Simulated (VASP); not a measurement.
## Te: single point with r2SCAN

Crystal: Te.

```
Te
1.0
     4.61808    0.00000    0.00000
    -2.30904    3.99938    0.00000
     0.00000    0.00000    5.90537
Te
3
Direct
  0.25368 0.00000 0.33333
  0.00000 0.25368 0.66667
  0.74632 0.74632 0.00000
```

- Program: VASP 6.6.1
- Task: single point
- Functional: r2SCAN
- Potentials or basis: VASP PAW PBE potentials, release 64 (Te)
- Cutoff: 520 eV
- k mesh: 12 × 12 × 6
- Occupations: gaussian, width 0.02 eV
- Spin: no spin polarisation
- Dipole correction: no
- Further INCAR settings: ALGO = Normal; EDIFF = 1e-07; NBANDS = 16

* Pressure: 0.1 GPa
* Largest force: 0.031 eV/Å
* Band gap on the k mesh: 0.55 eV (least direct gap 0.56 eV)

Forces in eV/Å, atoms in the order of the input:
```
Te   0.031  0.000  0.000
Te  -0.016  0.027  0.000
Te  -0.016 -0.027  0.000
```

Levels at points of the mesh, in eV from the valence-band top:
| k point | band 5 | band 6 | band 7 | band 8 | band 9 | band 10 | band 11 | band 12 | band 13 | band 14 |
| --- | --- | --- | --- | --- | --- | --- | --- | --- | --- | --- |
| (0.00, 0.00, 0.00) | -2.95 | -2.95 | -1.64 | -1.64 | -0.61 | 1.28 | 1.28 | 1.81 | 5.47 | 5.47 |
| (0.50, 0.00, 0.00) | -4.30 | -3.36 | -3.10 | -1.21 | -0.88 | 1.32 | 1.49 | 3.79 | 3.89 | 7.45 |
| (0.00, 0.00, 0.50) | -2.73 | -2.73 | -1.32 | -1.17 | -1.17 | 0.82 | 0.93 | 0.93 | 4.78 | 5.90 |
| (0.50, 0.00, 0.50) | -3.77 | -3.63 | -2.14 | -1.77 | -0.07 | 1.20 | 2.19 | 2.68 | 5.16 | 6.15 |

Run time: 4.9 min on 1 thread of Intel(R) Xeon(R) Platinum 8559C (Emerald Rapids), on a shared host, peak memory 0.34 GiB.

Caveat: the PAW data sets were made with another functional, which shifts forces and pressure a little; spin-orbit coupling is left out, which moves the levels of the heavy elements. A k mesh can miss the band edges.
